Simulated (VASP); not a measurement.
# Li16H (a cell with a defect) in VASP: a series of runs, part 2 of 2

VASP 6.6.1. Earlier steps stand in the parts before.

### 4 Single point, LDA

Contents of INCAR:

```
PREC = Accurate
ENCUT = 520
EDIFF = 1E-7
ISMEAR = -1
SIGMA = 0.1
LREAL = Auto
LASPH = True
NELM = 100
ALGO = Normal
ISIF = 2
LWAVE = False
LCHARG = False
NBANDS = 38
```

Contents of KPOINTS:

```
regular mesh
0
Gamma
  3 3 3
```

Contents of POSCAR:

```
Li16H
1.0
    6.9800000000      0.0000000000      0.0000000000
    0.0000000000      6.9800000000      0.0000000000
    0.0000000000      0.0000000000      6.9800000000
Li H
16 1
Direct
   -0.0212438395      0.0004570201      0.0341415473
    0.5103094556      0.0004739255      0.0018148997
    0.0109727794      0.5004277937     -0.0074482808
   -0.0220000000      0.0004627507      0.4602280802
    0.2616270774      0.2603014327      0.2472153295
    0.4953368195      0.5005830946     -0.0218163324
    0.5175471347      0.0004863897      0.4858666189
    0.7481323782      0.2645892550      0.2450416905
    0.0078770774      0.5004133238      0.4989638968
    0.2615965616      0.7407424069      0.2472286533
    0.2387548711      0.2302661891      0.7437613181
    0.4975863897      0.5005733524      0.5141606017
    0.7484136103      0.7366922636      0.2450567335
    0.7597935530      0.2519487106      0.7474661891
    0.2387032951      0.7707280802      0.7437507163
    0.7599067335      0.7490853868      0.7474588825
    0.7997369628      0.0006588825      0.2510309456
```

Potentials or basis: VASP PAW LDA potentials, release 64 (Li_sv, H).

Run with:

```bash
$ cat potpaw_LDA.64/Li_sv/POTCAR potpaw_LDA.64/H/POTCAR > POTCAR
$ mpirun -np 1 vasp_std > vasp.out
```

OUTCAR:

```text
PREC = Accurate
   ENCUT = 520
   EDIFF = 1E-7
   ISMEAR = -1
   LREAL = Auto
   LASPH = True
   NELM = 100
   ISIF = 2

 ion  position               nearest neighbor table
   1  0.979  0.000  0.034-
   2  0.510  0.000  0.002-
   3  0.011  0.500  0.993-
   4  0.978  0.000  0.460-
   5  0.262  0.260  0.247-
   6  0.495  0.501  0.978-
[... 9 lines left out ...]
  16  0.760  0.749  0.747-
  17  0.800  0.001  0.251-

[... 761 lines left out ...]
  -------------------------------------------------------------------------------------
  Total       -3.9097682     -3.2233528     -3.7137920      0.0024012      0.0006566      0.1330960
  in kB      -18.4202415    -15.1863062    -17.4969312      0.0113130      0.0030936      0.6270603
  external PRESSURE =     -17.0344930 kB  Pullay stress =       0.0000000 kB

 VOLUME and BASIS-vectors are now :
 -----------------------------------------------------------------------------
  energy-cutoff  :      520.00
  volume of cell :      340.07
      direct lattice vectors                 reciprocal lattice vectors
     6.980000000  0.000000000  0.000000000     0.143266476  0.000000000  0.000000000
     0.000000000  6.980000000  0.000000000     0.000000000  0.143266476  0.000000000
     0.000000000  0.000000000  6.980000000     0.000000000  0.000000000  0.143266476

 POSITION                                       TOTAL-FORCE (eV/Angst)
 -----------------------------------------------------------------------------------
      6.83172      0.00319      0.23831        -0.006289      0.001943      0.005133
      3.56196      0.00331      0.01267         0.008121     -0.000278      0.007393
      0.07659      3.49299      6.92801         0.004756      0.000307     -0.008332
      6.82644      0.00323      3.21239         0.003510      0.001200      0.009283
      1.82616      1.81690      1.72556        -0.002485     -0.002883      0.001053
      3.45745      3.49407      6.82772        -0.003920      0.000741      0.004101
[... 9 lines left out ...]
      5.30415      5.22862      5.21726        -0.004653     -0.003689      0.001220
      5.58216      0.00460      1.75220        -0.028806     -0.001371     -0.018594
 -----------------------------------------------------------------------------------
    total drift:                                0.005232      0.001217      0.000028

  FREE ENERGIE OF THE ION-ELECTRON SYSTEM (eV)
  ---------------------------------------------------
  free  energy   TOTEN  =       -36.7137821124 eV

  energy  without entropy=      -36.4363249158  energy(sigma->0) =      -36.57505351
```

stdout:

```text
POSCAR found type information on POSCAR LiH
 POSCAR found :  2 types and      17 ions
 scaLAPACK will be used
 LDA part: xc-table for (Slater(with rela. corr.)+CA(PZ))
 , standard interpolation
 POSCAR, INCAR and KPOINTS ok, starting setup
 FFT: planning ... GRIDC
 FFT: planning ... GRID_SOFT
 FFT: planning ... GRID
 WAVECAR not read
 entering main loop
```

It took 2.4 min on 1 thread of Intel Xeon 6975P-C (Granite Rapids), shared host; peak memory 0.34 GiB.

Results:

* Free energy: -36.7138 eV
* Largest force: 0.034 eV/Å

Forces in eV/Å, atoms in the order of the input:
```
Li  -0.006  0.002  0.005
Li   0.008  0.000  0.007
Li   0.005  0.000 -0.008
Li   0.004  0.001  0.009
Li  -0.002 -0.003  0.001
Li  -0.004  0.001  0.004
Li   0.013 -0.002 -0.011
Li   0.005 -0.002 -0.002
Li   0.006  0.001  0.006
Li  -0.003  0.003  0.001
Li   0.009 -0.006  0.003
Li  -0.007  0.000  0.001
Li   0.004  0.001 -0.002
Li  -0.004  0.004  0.000
Li   0.008  0.005  0.002
Li  -0.005 -0.004  0.001
H   -0.029 -0.001 -0.019
```

Caveat: the cutoff is under 1.25 times the usual one of these potentials, so pressure, stress and relaxed cells hold a basis-set (Pulay) error.

### 5 Single point, LDA

Contents of INCAR:

```
ALGO = Normal
EDIFF = 1E-6
ENCUT = 520
GGA = CA
ISIF = 2
ISMEAR = -1
LASPH = T
LCHARG = T
LELF = T
LREAL = Auto
LVHAR = T
LWAVE = F
NBANDS = 38
NELM = 100
PREC = Accurate
SIGMA = 0.1
```

Contents of KPOINTS:

```
k-points
0
Gamma
  3 3 3
```

Contents of POSCAR:

```
Li16H
1.0
    6.9800000000      0.0000000000      0.0000000000
    0.0000000000      6.9800000000      0.0000000000
    0.0000000000      0.0000000000      6.9800000000
Li H
16 1
Direct
   -0.0321661891      0.0004267908      0.0178628940
    0.5370286533      0.0004061605      0.0182514327
    0.0054462751      0.5004498567     -0.0099219198
   -0.0023316619      0.0005426934      0.4902681948
    0.2523064470      0.2520444126      0.2410984241
    0.4993342407      0.5004727794     -0.0095108883
    0.5070325215      0.0005196275      0.4899126074
    0.7525504298      0.2600550143      0.2495600287
    0.0178873926      0.5005041547      0.5016184814
    0.2522856734      0.7490084527      0.2411073066
    0.2526104585      0.2330975645      0.7597144699
    0.4869283668      0.5005260745      0.5012161891
    0.7525749284      0.7412024355      0.2494348138
    0.7521333811      0.2599555874      0.7372914040
    0.2525879656      0.7678873926      0.7596633238
    0.7521603152      0.7411222063      0.7372396848
    0.7525987106      0.0007660458      0.1873382521
```

Run with:

```bash
$ cat potpaw_LDA.64/Li_sv/POTCAR potpaw_LDA.64/H/POTCAR > POTCAR
$ mpirun -np 1 vasp_std > vasp.out
```

Run time: 2.1 min. Hardware: 1 thread of Intel Xeon 6975P-C (Granite Rapids), shared host; peak memory 0.34 GiB.

The run converged. Its results:

```
Free energy   : -36.7111 eV
Largest force : 0.014 eV/Å
```

Forces on the atoms (eV/Å):
```
Li  -0.005  0.000  0.005
Li   0.003  0.001  0.004
Li   0.003  0.002 -0.002
Li  -0.006  0.001 -0.008
Li   0.001  0.001 -0.001
Li  -0.002  0.002 -0.004
Li   0.007 -0.001 -0.006
Li   0.000  0.006 -0.001
Li   0.001  0.000  0.002
Li   0.000  0.000 -0.002
Li   0.001 -0.006 -0.003
Li  -0.003  0.001  0.002
Li  -0.001 -0.007  0.000
Li   0.001 -0.002  0.001
Li  -0.001  0.005 -0.003
Li   0.003  0.002  0.001
H    0.000 -0.004  0.013
```

Levels at points of the mesh, in eV from the Fermi level:
```tsv
k point	band 21	band 22	band 23	band 24	band 25	band 26	band 27	band 28
(0.00, 0.00, 0.00)	-1.11	-1.08	-1.01	-0.30	0.23	0.25	0.26	0.26
```

Caveat: the cutoff is under 1.25 times the usual one of these potentials, so pressure, stress and relaxed cells hold a basis-set (Pulay) error.

### 6 Single point, LDA

Contents of INCAR:

```
PREC     = Accurate       # precision mode
ENCUT    = 520            # plane-wave cutoff, eV
EDIFF    = 1E-6           # SCF threshold, eV
ISMEAR   = -1             # smearing method
SIGMA    = 0.1            # smearing width, eV
LREAL    = Auto         
LASPH    = T              # aspherical terms in the spheres
NELM     = 100            # most SCF steps
ALGO     = Normal         # electronic algorithm
ISIF     = 2              # what is computed and relaxed
LWAVE    = F              # write WAVECAR
LCHARG   = F              # write CHGCAR
GGA      = CA             # functional
NBANDS   = 38             # bands
```

Contents of KPOINTS:

```
regular mesh
0
Gamma
  3 3 3
```

Contents of POSCAR:

```
Li16H
1.0
    6.9800000000      0.0000000000      0.0000000000
    0.0000000000      6.9800000000      0.0000000000
    0.0000000000      0.0000000000      6.9800000000
Li H
16 1
Direct
   -0.0287166189      0.0004762178      0.0073318052
    0.5311252149      0.0005438395      0.0073987106
   -0.0034551576      0.5006011461     -0.0029862464
    0.0104577364      0.0005415473      0.5060849570
    0.2511382521      0.2489926934      0.2404535817
    0.5056558739      0.5005262178     -0.0030757880
    0.4916363897      0.0006292264      0.5063002865
    0.7510922636      0.2417786533      0.2515845272
    0.0142504298      0.5005053009      0.4947918338
    0.2512101719      0.7520891117      0.2405901146
    0.2510495702      0.2459358166      0.7642648997
    0.4879919771      0.5004355301      0.4948300860
    0.7510130372      0.7589054441      0.2518570201
    0.7511667622      0.2609133238      0.7325303725
    0.2511223496      0.7551919771      0.7641703438
    0.7510759312      0.7402415473      0.7325035817
    0.7510712034      0.0007769341      0.1517373926
```

Potentials or basis: VASP PAW LDA potentials, release 64 (Li_sv, H).

Run with:

```bash
$ cat potpaw_LDA.64/Li_sv/POTCAR potpaw_LDA.64/H/POTCAR > POTCAR
$ mpirun -np 1 vasp_std > vasp.out
```

It took 2.1 min on 1 thread of Intel Xeon 6975P-C (Granite Rapids), shared host; peak memory 0.34 GiB.

Results (log left out):

- Free energy: -36.7088 eV
- Largest force: 0.013 eV/Å

Forces in eV/Å, atoms in the order of the input:
```
Li  -0.004  0.000  0.004
Li   0.001  0.000 -0.001
Li   0.004  0.000  0.007
Li  -0.001  0.001  0.005
Li   0.000 -0.003  0.000
Li   0.001 -0.001  0.004
Li   0.000  0.000  0.004
Li   0.000  0.002  0.001
Li  -0.002  0.002 -0.004
Li  -0.003  0.002  0.002
Li   0.001 -0.002 -0.005
Li   0.000  0.001 -0.001
Li  -0.002  0.011 -0.006
Li   0.000 -0.003  0.001
Li   0.001  0.001 -0.004
Li   0.001 -0.001  0.001
H    0.003 -0.010 -0.007
```

Levels at points of the mesh, in eV from the Fermi level:
| k point | band 20 | band 21 | band 22 | band 23 | band 24 | band 25 | band 26 | band 27 | band 28 | band 29 |
| --- | --- | --- | --- | --- | --- | --- | --- | --- | --- | --- |
| (0.00, 0.00, 0.00) | -1.09 | -1.09 | -1.07 | -1.01 | -0.30 | 0.25 | 0.26 | 0.27 | 0.27 | 0.29 |

Caveat: the cutoff is under 1.25 times the usual one of these potentials, so pressure, stress and relaxed cells hold a basis-set (Pulay) error.
